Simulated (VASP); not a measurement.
Runs of VASP 6.6.1 on TaSi2. The structure is that of space group P6/mmm (No. 191), or close to it. The cells are those of the table. 

| task | cell | k mesh | cutoff (eV) | gap on the mesh (eV) | pressure (GPa) | relaxed volume (Å³/atom) |
| --- | --- | --- | --- | --- | --- | --- |
| relaxation of cell and atoms | relaxed from a = 4.413, b = 4.413, c = 2.648 Å, angles 90.0, 90.0, 120.0°, 3 atoms | 12 × 12 × 18 | 600 | none | 0.0 | (a) |
| single point | a = 3.182, b = 3.182, c = 5.327 Å, angles 90.0, 90.0, 120.0°, 3 atoms | 6 × 6 × 4 | 520 | none | 65.0 | - |
| relaxation of cell and atoms | relaxed from a = 4.332, b = 4.332, c = 2.708 Å, angles 90.0, 90.0, 120.0°, 3 atoms | 6 × 6 × 6 | 600 | none | -0.2 | 14.92 |
| single point | a = 4.408, b = 4.408, c = 2.649 Å, angles 90.0, 90.0, 120.0°, 3 atoms | 12 × 12 × 18 | 520 | none | 0.1 | - |
| single point | a = 4.332, b = 4.332, c = 2.708 Å, angles 90.0, 90.0, 120.0°, 3 atoms | 6 × 6 × 4 | 520 | none | 0.1 | - |
| single point | a = 4.413, b = 4.413, c = 2.648 Å, angles 90.0, 90.0, 120.0°, 3 atoms | 6 × 6 × 6 | 520 | none | 0.1 | - |
| relaxation of cell and atoms | relaxed from a = 3.182, b = 3.182, c = 5.327 Å, angles 90.0, 90.0, 120.0°, 3 atoms | 6 × 6 × 4 | 600 | none | 0.2 | 14.65 |

Alike in all rows: level PBE; potentials or basis VASP PAW PBE potentials, release 64 (Ta_pv, Si); no spin polarisation; smearing gaussian 0.1 eV.

Task: Estimate the missing entries.

Result: (a) 14.87.

Caveats: some runs use coarse meshes; spin-orbit coupling is left out, which moves the levels of the heavy elements.

A k mesh can miss the band edges, and the runs leave out spin-orbit coupling on Ta.

A gap of «none» marks levels without a gap at the run's occupations.
